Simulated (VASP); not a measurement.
# ZrN (Fm-3m) in VASP: notebook

The runs below take ZrN through single point, with PBE+D3(BJ), PBEsol.

All numbers are computed with VASP 6.6.1; they aren't measurements. Logs are shortened: lines on timing, memory, paths and dates and some standing lists are left out, and cuts for length are marked.

## 1. The cell of the first run

It takes space group Fm-3m (No. 225, cubic). The conventional cell has a = 4.560 Å, b = 4.560 Å, c = 4.560 Å, α = 90.00°, β = 90.00°, γ = 90.00°. Within 3.0 Å of Zr (site symmetry m-3m) lie 6 N at 2.28 Å. N (site symmetry m-3m) has 6 Zr at 2.28 Å within 3.0 Å.

## 2. Single point, PBE+D3(BJ)

The input, INCAR:

```
SYSTEM = ZrN
PREC     = Accurate       ! precision mode
ENCUT    = 600            ! plane-wave cutoff, eV
EDIFF    = 1E-6           ! SCF threshold, eV
ISMEAR   = -1             ! smearing method
SIGMA    = 0.15           ! smearing width, eV
LREAL    = .False.        ! projectors in reciprocal space
LASPH    = .True.         ! aspherical terms in the spheres
NELM     = 120            ! most SCF steps
ALGO     = Normal         ! electronic algorithm
ISIF     = 2              ! what is computed and relaxed
LWAVE    = .False.        ! write WAVECAR
LCHARG   = .False.        ! write CHGCAR
GGA      = PE             ! functional
IVDW     = 12             ! dispersion correction
NBANDS   = 16             ! bands
GGA_COMPAT= .False.
```

The input, KPOINTS:

```
regular mesh
0
Gamma
  11 11 11
  0 0 0
```

The input, POSCAR:

```
ZrN
1.0
    0.0000000000      2.2802183083      2.2802183083
    2.2802183083      0.0000000000      2.2802183083
    2.2802183083      2.2802183083      0.0000000000
Zr N
1 1
Direct
    0.5000000000      0.5000000000      0.5000000000
    0.0000000000      0.0000000000      0.0000000000
```

Potentials or basis: VASP PAW PBE potentials, release 64 (Zr_sv, N).

Run with:

```bash
cat potpaw_PBE.64/Zr_sv/POTCAR potpaw_PBE.64/N/POTCAR > POTCAR
mpirun -np 1 vasp_std > vasp.out
```

OUTCAR:

```text
SYSTEM = ZrN
   PREC = Accurate
   ENCUT = 600
   EDIFF = 1E-6
   ISMEAR = -1
   LREAL = .False.
   LASPH = .True.
   NELM = 120
   ISIF = 2
   GGA = PE
   IVDW = 12
 IVDW          = 12

 ion  position               nearest neighbor table
   1  0.500  0.500  0.500-   2 2.28   2 2.28   2 2.28   2 2.28   2 2.28   2 2.28
   2  0.000  0.000  0.000-   1 2.28   1 2.28   1 2.28   1 2.28   1 2.28   1 2.28

  LATTYP: Found a face centered cubic cell.
 ALAT       =     4.5604366166

  Lattice vectors:

 A1 = (   0.0000000000,   2.2802183083,   2.2802183083)
 A2 = (   2.2802183083,   0.0000000000,   2.2802183083)
 A3 = (   2.2802183083,   2.2802183083,   0.0000000000)

Analysis of symmetry for initial positions (statically):
=====================================================================
 Subroutine PRICEL returns:
 Original cell was already a primitive cell.

 Routine SETGRP: Setting up the symmetry group for a
 face centered cubic supercell.

 Subroutine GETGRP returns: Found 48 space group operations
 (whereof 48 operations were pure point group operations)
 out of a pool of 48 trial point group operations.

The static configuration has the point symmetry O_h .

Analysis of symmetry for dynamics (positions and initial velocities):
=====================================================================
 Subroutine PRICEL returns:
 Original cell was already a primitive cell.

 Routine SETGRP: Setting up the symmetry group for a
 face centered cubic supercell.

 Subroutine GETGRP returns: Found 48 space group operations
 (whereof 48 operations were pure point group operations)
 out of a pool of 48 trial point group operations.

The dynamic configuration has the point symmetry O_h .

 Subroutine INISYM returns: Found 48 space group operations
 (whereof 48 operations are pure point group operations),
 and found     1 'primitive' translations

----------------------------------------------------------------------------------------

                                     Primitive cell

  volume of cell :      23.7115

  direct lattice vectors                    reciprocal lattice vectors
     0.000000000  2.280218308  2.280218308    -0.219277250  0.219277250  0.219277250
     2.280218308  0.000000000  2.280218308     0.219277250 -0.219277250  0.219277250
     2.280218308  2.280218308  0.000000000     0.219277250  0.219277250 -0.219277250

  length of vectors
     3.224715657  3.224715657  3.224715657     0.379799338  0.379799338  0.379799338

  position of ions in fractional coordinates (direct lattice)
     0.500000000  0.500000000  0.500000000
     0.000000000  0.000000000  0.000000000

  ion indices of the primitive-cell ions
   primitive index   ion index
                 1           1
                 2           2

----------------------------------------------------------------------------------------

 KPOINTS: regular mesh

Automatic generation of k-mesh.
 Grid dimensions read from file:
 generate k-points for:   11   11   11

 Generating k-lattice:

  Cartesian coordinates                     Fractional coordinates (reciprocal lattice)
    -0.019934295  0.019934295  0.019934295     0.090909091  0.000000000  0.000000000
     0.019934295 -0.019934295  0.019934295     0.000000000  0.090909091  0.000000000
     0.019934295  0.019934295 -0.019934295     0.000000000  0.000000000  0.090909091

  Length of vectors
     0.034527213  0.034527213  0.034527213

  Shift w.r.t. Gamma in fractional coordinates (k-lattice)
     0.000000000  0.000000000  0.000000000

 Subroutine IBZKPT returns following result:
 ===========================================

 Found     56 irreducible k-points:

 Following reciprocal coordinates:
            Coordinates               Weight
  0.000000  0.000000  0.000000      1.000000
  0.090909  0.000000  0.000000      8.000000
  0.181818  0.000000  0.000000      8.000000
  0.272727  0.000000  0.000000      8.000000
  0.363636  0.000000  0.000000      8.000000
  0.454545  0.000000  0.000000      8.000000
[... 16 lines left out ...]
 -0.272727  0.181818  0.000000     24.000000
 -0.181818  0.181818  0.000000     12.000000
 [... further k-points ...]
   k-points           NKPTS =     56   k-points in BZ     NKDIM =     56   number of bands    NBANDS=     16
   number of dos      NEDOS =    301   number of ions     NIONS =      2
   total plane-waves  NPLWV =  21952
   dimension x,y,z NGX =    28 NGY =   28 NGZ =   28
   dimension x,y,z NGXF=    56 NGYF=   56 NGZF=   56
   ions per type =               1   1
   NGX,Y,Z   is equivalent  to a cutoff of  14.44, 14.44, 14.44 a.u.
   NGXF,Y,Z  is equivalent  to a cutoff of  28.87, 28.87, 28.87 a.u.
 SYSTEM =  ZrN
   PREC   = accura    normal or accurate (medium, high low for compatibility)
   ISTART =      0    job   : 0-new  1-cont  2-samecut
   ICHARG =      2    charge: 1-file 2-atom 10-const
   ISPIN  =      1    spin polarized calculation?
   LNONCOLLINEAR =      F non collinear calculations
   LSORBIT =      F    spin-orbit coupling
   LASPH  =      T    aspherical Exc in radial PAW
   ENCUT  =  600.0 eV  44.10 Ry    6.64 a.u.   6.44  6.44  6.44*2*pi/ulx,y,z
   NELM   =    120;   NELMIN=  2; NELMDL= -5     # of ELM steps
   EDIFF  = 0.1E-05   stopping-criterion for ELM
   LREAL  =      F    real-space projection
   EDIFFG = 0.1E-04   stopping-criterion for IOM
   NSW    =      0    number of steps for IOM
   IBRION =     -1    ionic relax: 0-MD 1-quasi-New 2-CG
   NFREE  =      0    steps in history (QN), initial steepest desc. (CG)
   ISIF   =      2    stress and relaxation
   ISYM   =      2    0-nonsym 1-usesym 2-fastsym
   POTIM  = 0.5000    time-step for ionic-motion
   TEBEG  =    0.0;   TEEND  =   0.0 temperature during run
   PSTRESS=    0.0 pullay stress
   NELECT =      17.0000    total number of electrons
   NUPDOWN=      -1.0000    fix difference up-down
   EMIN   =  10.00;   EMAX   =-10.00  energy-range for DOS
   EFERMI =   0.00;   METHOD = LEGACY
   ISMEAR =    -1;   SIGMA  =   0.15  broadening in eV -4-tet -1-fermi 0-gaus
   EFERMI_NEDOS =   21; number of points for ismear=-14 and -15
   IALGO  =     38    algorithm
   IMIX   =      4    mixing-type and parameters
     AMIX     =   0.40;   BMIX     =  1.00
     AMIX_MAG =   1.60;   BMIX_MAG =  1.00
  volume/ion in A,a.u.               =      11.86        80.01
  Fermi-wavevector in a.u.,A,eV,Ry     =   1.465226  2.768876 29.210187  2.146888
  Thomas-Fermi vector in A             =   2.581108
   LORBIT       =      0    0 simple, 1 ext, 2 COOP (PROOUT), +10 PAW based schemes
   GGA     = PE    functional components
   LHFCALC =     F    Hartree Fock is set to
   AEXX    =    0.0000 exact exchange contribution
   IVDW    =    12    specifies the selected vdW correction
   LEPSILON=     F    determine dielectric tensor
   LRPA    =     F    only Hartree local field effects (RPA)
 non-spin polarized calculation
  energy-cutoff  :      600.00
  volume of cell :       23.71
 maximum number of plane-waves:       817
 NGX is ok and might be reduce to    28
   NGX = 13   NGY = 13   NGZ = 13

 number of electron      17.0000000 magnetization

 Free energy of the ion-electron system (eV)
  ---------------------------------------------------
  ext. energy  EPLUGINS =         0.00000000
  ---------------------------------------------------
  free energy    TOTEN  =       -20.38268344 eV

  energy without entropy =      -20.33130549  energy(sigma->0) =      -20.35699446

 E-fermi :  12.1635     XC(G=0): -12.5883

 val. band max:       12.1557958136   @ k =   0.4545   0.1818   0.0000
 cond. band min:      12.2674923041   @ k =  -0.4545   0.2727   0.0909
 fundamental gap:      0.1116964905
 Fermi energy:        12.1634845958

 k-point     1 :       0.0000    0.0000    0.0000
  band No.  band energies     occupation
      1     -37.3684      2.00000
      2     -14.9731      2.00000
      3     -14.9731      2.00000
      4     -14.9731      2.00000
      5      -4.1646      2.00000
      6       9.4984      2.00000
[... 8 lines left out ...]
     15      21.3778      0.00000
     16      34.9698      0.00000

 k-point     2 :       0.0909    0.0000    0.0000
  band No.  band energies     occupation
      1     -37.3565      2.00000
      2     -15.0825      2.00000
      3     -14.9811      2.00000
      4     -14.9811      2.00000
      5      -3.9916      2.00000
      6       8.8206      2.00000
[... 8 lines left out ...]
     15      21.9440      0.00000
     16      33.1892      0.00000

 k-point     3 :       0.1818    0.0000    0.0000
  band No.  band energies     occupation
      1     -37.3245      2.00000
      2     -15.3637      2.00000
      3     -15.0022      2.00000
      4     -15.0022      2.00000
      5      -3.5284      2.00000
      6       7.5078      2.00000
[... 8 lines left out ...]
     15      23.3442      0.00000
     16      30.8535      0.00000

 k-point     4 :       0.2727    0.0000    0.0000
  band No.  band energies     occupation
      1     -37.2822      2.00000
      2     -15.7094      2.00000
      3     -15.0297      2.00000
      4     -15.0297      2.00000
      5      -2.9133      2.00000
      6       6.1891      2.00000
[... 8 lines left out ...]
     15      24.5757      0.00000
     16      28.8156      0.00000
[... 324 lines left out ...]
 k-point    22 :      -0.3636    0.1818    0.0000
  band No.  band energies     occupation
      1     -37.2059      2.00000
      2     -16.0072      2.00000
      3     -15.3294      2.00000
      4     -15.0979      2.00000
      5      -2.3483      2.00000
      6       5.1691      2.00000
[... 8 lines left out ...]
     15      24.4247      0.00000
     16      24.9385      0.00000

 k-point    23 :      -0.2727    0.1818    0.0000
  band No.  band energies     occupation
      1     -37.2320      2.00000
      2     -15.8596      2.00000
      3     -15.3058      2.00000
      4     -15.0493      2.00000
      5      -2.5332      2.00000
      6       5.4319      2.00000
[... 8 lines left out ...]
     15      24.9097      0.00000
     16      25.2854      0.00000

 k-point    24 :      -0.1818    0.1818    0.0000
  band No.  band energies     occupation
      1     -37.2681      2.00000
      2     -15.6698      2.00000
      3     -15.2176      2.00000
      4     -15.0097      2.00000
      5      -2.8745      2.00000
      6       6.0086      2.00000
[... 8 lines left out ...]
     15      25.0741      0.00000
     16      26.2968      0.00000

 [... further k-points ...]

------------------------ aborting loop because EDIFF is reached ----------------------------------------

 Edisp (eV)   -0.86642

 E8    (eV) :    -0.3950

  FORCE on cell =-STRESS in cart. coord.  units (eV):
  Direction    XX          YY          ZZ          XY          YZ          ZX
  --------------------------------------------------------------------------------------
  -------------------------------------------------------------------------------------
  Total       0.02074     0.02074     0.02074    -0.00000    -0.00000     0.00000
  in kB       1.40130     1.40130     1.40130    -0.00000    -0.00000     0.00000
  external pressure =        1.40 kB  Pullay stress =        0.00 kB

 VOLUME and BASIS-vectors are now :
 -----------------------------------------------------------------------------
  energy-cutoff  :      600.00
  volume of cell :       23.71
      direct lattice vectors                 reciprocal lattice vectors
     0.000000000  2.280218308  2.280218308    -0.219277250  0.219277250  0.219277250
     2.280218308  0.000000000  2.280218308     0.219277250 -0.219277250  0.219277250
     2.280218308  2.280218308  0.000000000     0.219277250  0.219277250 -0.219277250

 POSITION                                       TOTAL-FORCE (eV/Angst)
 -----------------------------------------------------------------------------------
      2.28022      2.28022      2.28022         0.000000      0.000000      0.000000
      0.00000      0.00000      0.00000        -0.000000      0.000000     -0.000000
 -----------------------------------------------------------------------------------
    total drift:                                0.000000      0.000000      0.000000

  FREE ENERGIE OF THE ION-ELECTRON SYSTEM (eV)
  ---------------------------------------------------
  free  energy   TOTEN  =       -21.2490991686 eV

  energy  without entropy=      -21.1977212212  energy(sigma->0) =      -21.22341019
```

It took 28 s on 1 thread of AMD EPYC 7R13, shared host; peak memory 0.15 GiB.

Results:

```yaml
Free_energy: -21.2491 eV
Pressure: 0.1 GPa
Band_gap_on_the_k_mesh: zero (an odd number of electrons rules out a gap without spin polarisation)
Dispersion_energy_per_atom: -0.433 eV
```

Levels at points of the mesh, in eV from the Fermi level:
```
           k point  band 7  band 8  band 9  band 10  band 11  band 12
(0.00, 0.00, 0.00)   -2.67   -2.67   -0.39    -0.39    -0.39     1.64
```

## 3. Single point, PBEsol

This run uses another cell than the first one, of 11.80 Å³/atom.

The input, INCAR:

```
PREC = Accurate
ENCUT = 600
EDIFF = 1E-6
ISMEAR = -1
SIGMA = 0.15
LREAL = F
LASPH = T
NELM = 120
ALGO = Normal
ISIF = 2
LWAVE = F
LCHARG = F
GGA = PS
NBANDS = 16
GGA_COMPAT = F
```

The input, KPOINTS:

```
regular mesh
0
Gamma
  11 11 11
```

The input, POSCAR:

```
ZrN
1.0
    0.0000000000      2.2768259077      2.2768259077
    2.2768259077      0.0000000000      2.2768259077
    2.2768259077      2.2768259077      0.0000000000
Zr N
1 1
Direct
    0.5000000000      0.5000000000      0.5000000000
    0.0000000000      0.0000000000      0.0000000000
```

Potentials or basis: VASP PAW PBE potentials, release 64 (Zr_sv, N).

Run with:

```bash
cat potpaw_PBE.64/Zr_sv/POTCAR potpaw_PBE.64/N/POTCAR > POTCAR
mpirun -np 1 vasp_std > vasp.out
```

Run time: 27 s. Hardware: 1 thread of AMD EPYC 7R13, shared host; peak memory 0.14 GiB.

It converged, with:

* Free energy: -21.5750 eV
* Pressure: 0.2 GPa
* Band gap on the k mesh: zero (an odd number of electrons rules out a gap without spin polarisation)

Levels at points of the mesh, in eV from the Fermi level:
```tsv
k point	band 7	band 8	band 9	band 10	band 11	band 12
(0.00, 0.00, 0.00)	-2.64	-2.64	-0.40	-0.40	-0.40	1.64
```

Caveat: the PAW data sets were made with another functional, which shifts forces and pressure a little.

The gap in the log of VASP goes by the Fermi energy; the results here count the filled bands.